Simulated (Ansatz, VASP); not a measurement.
## In3B2: VASP beside Ansatz

```xyz
5
Lattice="1.5965 0.9217 10.2604 -1.5965 0.9217 10.2604 0.0000 -1.8434 10.2604" Properties=species:S:1:pos:R:3 pbc="T T T"
In    0.0000    0.0000   17.4785
In    0.0000    0.0000    0.0000
In    0.0000    0.0000   13.3027
B     0.0000    0.0000   25.6494
B     0.0000    0.0000    5.1317
```

Alike in both runs: functional PBE; k mesh 6 × 6 × 6; occupations gaussian, width 0.1 eV; no spin polarisation.

Ansatz relaxed the structure, and its values are those at the end. VASP's run is a single point on that final structure, the one shown.

|  | VASP | Ansatz |
| --- | --- | --- |
| version | VASP 6.6.1 | Ansatz 0.2.0 |
| potentials or method | VASP PAW PBE potentials, release 64 (In_d, B), cutoff 520 eV | scalar-relativistic, plane waves, PAW |
| valence electrons in the cell | 45 | 45 |

```csv
,VASP,Ansatz,Ansatz less VASP
gap on the k mesh at the Fermi level (eV),none,none,-
pressure (GPa),0.0,0.0,+0.03
```

A gap of «none» marks a metal or a gap that the smearing closes.

The k mesh is coarse, so the values compare programs but aren't converged.
